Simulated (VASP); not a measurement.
Write the native input for VASP 6.6.1 that does the following.

```yaml
Task: single point
Functional: PBE
Potentials_or_basis: VASP PAW PBE potentials, release 64 (Tm_3, Ga_d, Hg, As, N), 4f in core
Cutoff: 600 eV
k_mesh: 2 × 2 × 2
Occupations: gaussian, width 0.15 eV
Spin: no spin polarisation
Dipole_correction: no
Further_INCAR_settings: ALGO = Normal; EDIFF = 1e-06; NBANDS = 69
```

The structure of TmGa3Hg3As2N4 lies in POSCAR:

```
TmGa3Hg3As2N4
1.0
    6.0564667595     -0.1727234677     -1.1173559077
   -0.2003287859      6.2400414622     -0.6819533656
   -1.1339762032     -0.6949748696      6.7273987770
Tm Ga Hg As N
1 3 3 2 4
Direct
   -0.0189949007      0.8951939249      0.1370844747
    0.6909419579      0.7819345856      0.4733897278
    0.1330793853      0.5363254496      0.3793039032
    0.3927406248      0.0949196422      0.4979501676
    1.0183257788      0.3738239335      0.7687792444
    0.2854830199      0.8581335498      0.8365242787
    0.4799305683      0.4795283194      0.0427383504
    0.6830823415      0.1270781396      0.8522644730
    0.7023400336      0.2015983520      0.3589513075
    0.8152662835      0.8652327133      0.7820451558
    0.1359588855      0.2283106638      0.3546577077
    0.3403702903      0.7679496385      0.3631584554
    0.8455736214      0.6647330778      0.2837136239
```

This cell differs from its parent crystal: atoms taken out.

One way to write it, as run:

INCAR

```
PREC     = Accurate       # precision mode
ENCUT    = 600            # plane-wave cutoff, eV
EDIFF    = 1E-6           # SCF threshold, eV
ISMEAR   = 0              # smearing method
SIGMA    = 0.15           # smearing width, eV
LREAL    = False          # projectors in reciprocal space
LASPH    = True           # aspherical terms in the spheres
NELM     = 200            # most SCF steps
ALGO     = Normal         # electronic algorithm
ISIF     = 2              # what is computed and relaxed
LWAVE    = False          # write WAVECAR
LCHARG   = False          # write CHGCAR
GGA      = PE             # functional
NBANDS   = 69             # bands
GGA_COMPAT= False        
LMAXMIX  = 6              # l up to which the mixer works
```

KPOINTS

```
Automatic mesh
0
Gamma
  2 2 2
```

Potentials or basis: VASP PAW PBE potentials, release 64 (Tm_3, Ga_d, Hg, As, N), 4f in core.

Command:

```console
$ cat potpaw_PBE.64/Tm_3/POTCAR potpaw_PBE.64/Ga_d/POTCAR potpaw_PBE.64/Hg/POTCAR potpaw_PBE.64/As/POTCAR potpaw_PBE.64/N/POTCAR > POTCAR
$ mpirun -np 1 vasp_std > vasp.out
```

Results of the run:

```
Pressure               : 0.7 GPa
Largest force          : 0.126 eV/Å
Band gap on the k mesh : zero (bands 57 and 58 overlap by 0.80 eV)
```

Caveat: the k points lie up to 0.55 Å⁻¹ apart, too coarse for converged energies and pressures of a metal; the cell differs from its parent crystal (atoms taken out); spin-orbit coupling is left out, which moves the levels of the heavy elements; the 4f electrons are frozen in the core, so they carry no moment and show no levels; the run has no spin polarisation, though such a crystal can be magnetic.

It took 3.8 min on 1 thread of Intel(R) Xeon(R) Platinum 8488C (Sapphire Rapids) (shared host), peak memory 0.48 GiB.
